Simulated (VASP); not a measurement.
# Li2S (R-3m) in VASP: single point with LDA

Aim: the single point of Li2S with LDA.

Program: VASP 6.6.1. These are calculated values, not measurements. Logs are shortened: lines on timing, memory, paths and dates and some standing lists are left out, and cuts for length are marked.

**1. The cell of the first run**

It takes space group R-3m (No. 166, trigonal). The conventional cell has a = 4.016 Å, b = 4.016 Å, c = 9.985 Å, α = 90.00°, β = 90.00°, γ = 120.00°. Li (site symmetry 3m) has 4 S at 2.46 to 2.50 Å and 6 Li at 2.85 Å within 3.3 Å. S (site symmetry -3m) has 8 Li at 2.46 to 2.50 Å within 3.3 Å.

**2. Single point, LDA (equal xy, yz and zx shear strains of +1 %)**

INCAR reads:

```
PREC     = Accurate       # precision mode
ENCUT    = 750            # plane-wave cutoff, eV
EDIFF    = 1E-6           # SCF threshold, eV
ISMEAR   = -1             # smearing method
SIGMA    = 0.02           # smearing width, eV
LREAL    = False          # projectors in reciprocal space
LASPH    = True           # aspherical terms in the spheres
NELM     = 120            # most SCF steps
ALGO     = Normal         # electronic algorithm
ISIF     = 2              # what is computed and relaxed
LWAVE    = False          # write WAVECAR
LCHARG   = False          # write CHGCAR
GGA      = CA             # functional
NBANDS   = 13             # bands
GGA_COMPAT= False
```

KPOINTS reads:

```
Automatic mesh
0
Gamma
  7 7 7
```

POSCAR reads:

```
Li2S
1.0
    0.0285400000      2.8682700000      2.8682700000
    2.8682700000      0.0285400000      2.8682700000
    2.8682700000      2.8682700000      0.0285400000
Li S
2 1
Direct
    0.2500000000      0.2500000000      0.2500000000
    0.7500000000      0.7500000000      0.7500000000
    0.0000000000      0.0000000000      0.0000000000
```

Potentials or basis: VASP PAW LDA potentials, release 64 (Li_sv, S).

The run is started by

```sh
cat potpaw_LDA.64/Li_sv/POTCAR potpaw_LDA.64/S/POTCAR > POTCAR
mpirun -np 1 vasp_std > vasp.out
```

OUTCAR:

```text
PREC = Accurate
   ENCUT = 750
   EDIFF = 1E-6
   ISMEAR = -1
   LREAL = False
   LASPH = True
   NELM = 120
   ISIF = 2
   GGA = CA

 ion  position               nearest neighbor table
   1  0.250  0.250  0.250-   3 2.46   3 2.46   3 2.46   3 2.50
   2  0.750  0.750  0.750-   3 2.46   3 2.46   3 2.46   3 2.50
   3  0.000  0.000  0.000-   2 2.46   1 2.46   2 2.46   2 2.46   1 2.46   1 2.46   2 2.50   1 2.50

  LATTYP: Found a trigonal (rhomboedric) cell.
 ALAT       =     4.0564467354
 COS(alpha) =     0.5099250056

  Lattice vectors:

 A1 = (   0.0285400000,   2.8682700000,   2.8682700000)
 A2 = (   2.8682700000,   0.0285400000,   2.8682700000)
 A3 = (   2.8682700000,   2.8682700000,   0.0285400000)

Analysis of symmetry for initial positions (statically):
=====================================================================
 Subroutine PRICEL returns:
 Original cell was already a primitive cell.

 Routine SETGRP: Setting up the symmetry group for a
 trigonal (rhombohedral) supercell.

 Subroutine GETGRP returns: Found 12 space group operations
 (whereof 12 operations were pure point group operations)
 out of a pool of 12 trial point group operations.

The static configuration has the point symmetry D_3d.

Analysis of symmetry for dynamics (positions and initial velocities):
=====================================================================
 Subroutine PRICEL returns:
 Original cell was already a primitive cell.

 Routine SETGRP: Setting up the symmetry group for a
 trigonal (rhombohedral) supercell.

 Subroutine GETGRP returns: Found 12 space group operations
 (whereof 12 operations were pure point group operations)
 out of a pool of 12 trial point group operations.

The dynamic configuration has the point symmetry D_3d.

 Subroutine INISYM returns: Found 12 space group operations
 (whereof 12 operations are pure point group operations),
 and found     1 'primitive' translations

----------------------------------------------------------------------------------------

                                     Primitive cell

  volume of cell :      46.4900

  direct lattice vectors                    reciprocal lattice vectors
     0.028540000  2.868270000  2.868270000    -0.176944726  0.175201428  0.175201428
     2.868270000  0.028540000  2.868270000     0.175201428 -0.176944726  0.175201428
     2.868270000  2.868270000  0.028540000     0.175201428  0.175201428 -0.176944726

  length of vectors
     4.056446735  4.056446735  4.056446735     0.304467596  0.304467596  0.304467596

  position of ions in fractional coordinates (direct lattice)
     0.250000000  0.250000000  0.250000000
     0.750000000  0.750000000  0.750000000
     0.000000000  0.000000000  0.000000000

  ion indices of the primitive-cell ions
   primitive index   ion index
                 1           1
                 2           2
                 3           3

----------------------------------------------------------------------------------------

 KPOINTS: Automatic mesh

Automatic generation of k-mesh.
 Grid dimensions read from file:
 generate k-points for:    7    7    7

 Generating k-lattice:

  Cartesian coordinates                     Fractional coordinates (reciprocal lattice)
    -0.025277818  0.025028775  0.025028775     0.142857143  0.000000000  0.000000000
     0.025028775 -0.025277818  0.025028775     0.000000000  0.142857143  0.000000000
     0.025028775  0.025028775 -0.025277818     0.000000000  0.000000000  0.142857143

  Length of vectors
     0.043495371  0.043495371  0.043495371

  Shift w.r.t. Gamma in fractional coordinates (k-lattice)
     0.000000000  0.000000000  0.000000000

 Subroutine IBZKPT returns following result:
 ===========================================

 Found     44 irreducible k-points:

 Following reciprocal coordinates:
            Coordinates               Weight
  0.000000  0.000000  0.000000      1.000000
  0.142857  0.000000  0.000000      6.000000
  0.285714  0.000000 -0.000000      6.000000
  0.428571  0.000000  0.000000      6.000000
  0.142857  0.142857  0.000000      6.000000
  0.285714  0.142857 -0.000000     12.000000
[... 16 lines left out ...]
  0.285714  0.285714  0.142857      6.000000
  0.428571  0.285714  0.142857     12.000000
 [... further k-points ...]
   k-points           NKPTS =     44   k-points in BZ     NKDIM =     44   number of bands    NBANDS=     13
   number of dos      NEDOS =    301   number of ions     NIONS =      3
   total plane-waves  NPLWV =  46656
   dimension x,y,z NGX =    36 NGY =   36 NGZ =   36
   dimension x,y,z NGXF=    72 NGYF=   72 NGZF=   72
   ions per type =               2   1
   NGX,Y,Z   is equivalent  to a cutoff of  14.75, 14.75, 14.75 a.u.
   NGXF,Y,Z  is equivalent  to a cutoff of  29.51, 29.51, 29.51 a.u.
 SYSTEM =  unknown system
   PREC   = accura    normal or accurate (medium, high low for compatibility)
   ISTART =      0    job   : 0-new  1-cont  2-samecut
   ICHARG =      2    charge: 1-file 2-atom 10-const
   ISPIN  =      1    spin polarized calculation?
   LNONCOLLINEAR =      F non collinear calculations
   LSORBIT =      F    spin-orbit coupling
   LASPH  =      T    aspherical Exc in radial PAW
   ENCUT  =  750.0 eV  55.12 Ry    7.42 a.u.   9.06  9.06  9.06*2*pi/ulx,y,z
   NELM   =    120;   NELMIN=  2; NELMDL= -5     # of ELM steps
   EDIFF  = 0.1E-05   stopping-criterion for ELM
   LREAL  =      F    real-space projection
   EDIFFG = 0.1E-04   stopping-criterion for IOM
   NSW    =      0    number of steps for IOM
   IBRION =     -1    ionic relax: 0-MD 1-quasi-New 2-CG
   NFREE  =      0    steps in history (QN), initial steepest desc. (CG)
   ISIF   =      2    stress and relaxation
   ISYM   =      2    0-nonsym 1-usesym 2-fastsym
   POTIM  = 0.5000    time-step for ionic-motion
   TEBEG  =    0.0;   TEEND  =   0.0 temperature during run
   PSTRESS=    0.0 pullay stress
   NELECT =      12.0000    total number of electrons
   NUPDOWN=      -1.0000    fix difference up-down
   EMIN   =  10.00;   EMAX   =-10.00  energy-range for DOS
   EFERMI =   0.00;   METHOD = LEGACY
   ISMEAR =    -1;   SIGMA  =   0.02  broadening in eV -4-tet -1-fermi 0-gaus
   EFERMI_NEDOS =   21; number of points for ismear=-14 and -15
   IALGO  =     38    algorithm
   IMIX   =      4    mixing-type and parameters
     AMIX     =   0.40;   BMIX     =  1.00
     AMIX_MAG =   1.60;   BMIX_MAG =  1.00
  volume/ion in A,a.u.               =      15.50       104.58
  Fermi-wavevector in a.u.,A,eV,Ry     =   1.042354  1.969764 14.782769  1.086503
  Thomas-Fermi vector in A             =   2.177016
   LORBIT       =      0    0 simple, 1 ext, 2 COOP (PROOUT), +10 PAW based schemes
   GGA     = CA    functional components
   LHFCALC =     F    Hartree Fock is set to
   AEXX    =    0.0000 exact exchange contribution
   IVDW    =     0    specifies the selected vdW correction
   LEPSILON=     F    determine dielectric tensor
   LRPA    =     F    only Hartree local field effects (RPA)
 non-spin polarized calculation
  energy-cutoff  :      750.00
  volume of cell :       46.49
 maximum number of plane-waves:      2183
   NGX = 19   NGY = 19   NGZ = 19

 number of electron      11.9999999 magnetization

 Free energy of the ion-electron system (eV)
  ---------------------------------------------------
  ext. energy  EPLUGINS =         0.00000000
  ---------------------------------------------------
  free energy    TOTEN  =       -12.97936980 eV

  energy without entropy =      -12.97936980  energy(sigma->0) =      -12.97936980

 E-fermi :   1.7873     XC(G=0):  -8.8025

 val. band max:        1.3635476037   @ k =   0.0000   0.0000   0.0000
 cond. band min:       4.6700435838   @ k =   0.4286   0.4286   0.0000
 fundamental gap:      3.3064959801
 Fermi energy:         1.7872844126

 k-point     1 :       0.0000    0.0000    0.0000
  band No.  band energies     occupation
      1     -41.8562      2.00000
      2     -41.8089      2.00000
      3      -9.6111      2.00000
      4       1.3241      2.00000
      5       1.3635      2.00000
      6       1.3635      2.00000
      7       5.3806      0.00000
      8       7.2633      0.00000
      9       7.4211      0.00000
     10       7.4211      0.00000
     11      12.4602      0.00000
     12      12.4602      0.00000
     13      13.4354      0.00000

 k-point     2 :       0.1429    0.0000    0.0000
  band No.  band energies     occupation
      1     -41.8536      2.00000
      2     -41.8110      2.00000
      3      -9.5373      2.00000
      4       0.5941      2.00000
      5       1.2141      2.00000
      6       1.2425      2.00000
      7       5.9015      0.00000
      8       7.5836      0.00000
      9       7.7202      0.00000
     10       7.8721      0.00000
     11      11.2350      0.00000
     12      11.2937      0.00000
     13      13.6773      0.00000

 k-point     3 :       0.2857    0.0000   -0.0000
  band No.  band energies     occupation
      1     -41.8467      2.00000
      2     -41.8172      2.00000
      3      -9.3579      2.00000
      4      -0.6562      2.00000
      5       0.9905      2.00000
      6       1.0055      2.00000
      7       6.6436      0.00000
      8       7.8786      0.00000
      9       7.9871      0.00000
     10       8.8346      0.00000
     11      11.1064      0.00000
     12      11.2443      0.00000
     13      14.2786      0.00000

 k-point     4 :       0.4286    0.0000    0.0000
  band No.  band energies     occupation
      1     -41.8369      2.00000
      2     -41.8264      2.00000
      3      -9.1976      2.00000
      4      -1.4590      2.00000
      5       0.8365      2.00000
      6       0.8416      2.00000
      7       7.1570      0.00000
      8       7.7029      0.00000
      9       7.7975      0.00000
     10       9.4478      0.00000
     11      12.7396      0.00000
     12      12.9417      0.00000
     13      14.8445      0.00000

 k-point     5 :       0.1429    0.1429    0.0000
  band No.  band energies     occupation
      1     -41.8530      2.00000
      2     -41.8116      2.00000
      3      -9.5145      2.00000
      4       0.7271      2.00000
      5       0.9799      2.00000
      6       1.0186      2.00000
      7       6.0295      0.00000
      8       7.5258      0.00000
      9       7.9809      0.00000
     10       8.0526      0.00000
     11      10.2057      0.00000
     12      12.7890      0.00000
     13      14.1442      0.00000
[... 257 lines left out ...]
 k-point    22 :      -0.1429    0.1429    0.1429
  band No.  band energies     occupation
      1     -41.8479      2.00000
      2     -41.8160      2.00000
      3      -9.3692      2.00000
      4      -0.2738      2.00000
      5       0.7310      2.00000
      6       0.8487      2.00000
      7       6.4119      0.00000
      8       7.9142      0.00000
      9       8.4000      0.00000
     10       8.5596      0.00000
     11      10.3378      0.00000
     12      12.6009      0.00000
     13      14.7039      0.00000

 k-point    23 :       0.2857    0.2857    0.1429
  band No.  band energies     occupation
      1     -41.8479      2.00000
      2     -41.8161      2.00000
      3      -9.3782      2.00000
      4      -0.2769      2.00000
      5       0.7523      2.00000
      6       0.8572      2.00000
      7       6.4742      0.00000
      8       8.0143      0.00000
      9       8.3862      0.00000
     10       8.5538      0.00000
     11      10.3023      0.00000
     12      12.6615      0.00000
     13      14.7249      0.00000

 k-point    24 :       0.4286    0.2857    0.1429
  band No.  band energies     occupation
      1     -41.8427      2.00000
      2     -41.8207      2.00000
      3      -9.2393      2.00000
      4      -0.6882      2.00000
      5       0.1544      2.00000
      6       0.6644      2.00000
      7       6.5618      0.00000
      8       8.2409      0.00000
      9       8.5512      0.00000
     10       9.7240      0.00000
     11      10.5420      0.00000
     12      14.0286      0.00000
     13      14.7303      0.00000

 [... further k-points ...]

------------------------ aborting loop because EDIFF is reached ----------------------------------------

  FORCE on cell =-STRESS in cart. coord.  units (eV):
  Direction    XX          YY          ZZ          XY          YZ          ZX
  --------------------------------------------------------------------------------------
  -------------------------------------------------------------------------------------
  Total       -0.8865368     -0.8865368     -0.8865368     -0.0927856     -0.0927856     -0.0927856
  in kB      -30.5525802    -30.5525802    -30.5525802     -3.1976569     -3.1976569     -3.1976569
  external PRESSURE =     -30.5525802 kB  Pullay stress =       0.0000000 kB

 VOLUME and BASIS-vectors are now :
 -----------------------------------------------------------------------------
  energy-cutoff  :      750.00
  volume of cell :       46.49
      direct lattice vectors                 reciprocal lattice vectors
     0.028540000  2.868270000  2.868270000    -0.176944726  0.175201428  0.175201428
     2.868270000  0.028540000  2.868270000     0.175201428 -0.176944726  0.175201428
     2.868270000  2.868270000  0.028540000     0.175201428  0.175201428 -0.176944726

 POSITION                                       TOTAL-FORCE (eV/Angst)
 -----------------------------------------------------------------------------------
      1.44127      1.44127      1.44127        -0.006613     -0.006613     -0.006613
      4.32381      4.32381      4.32381         0.006613      0.006613      0.006613
      0.00000      0.00000      0.00000         0.000000     -0.000000      0.000000
 -----------------------------------------------------------------------------------
    total drift:                                0.000000      0.000000      0.000000

  FREE ENERGIE OF THE ION-ELECTRON SYSTEM (eV)
  ---------------------------------------------------
  free  energy   TOTEN  =       -12.9793697952 eV

  energy  without entropy=      -12.9793697951  energy(sigma->0) =      -12.97936980
```

Run time: 53 s. Hardware: 1 thread of AMD EPYC 7R43 (Zen 3), shared host; peak memory 0.15 GiB.

What came out:

```yaml
Free_energy: -12.9794 eV
Pressure: -3.1 GPa
Largest_force: 0.011 eV/Å
Band_gap_on_the_k_mesh: 3.31 eV, indirect (least direct gap 4.02 eV)
```

Forces in eV/Å, atoms in the order of the input:
```
Li  -0.007 -0.007 -0.007
Li   0.007  0.007  0.007
S    0.000  0.000  0.000
```

Caveat: the cell differs from its parent crystal (equal xy, yz and zx shear strains of +1 %).
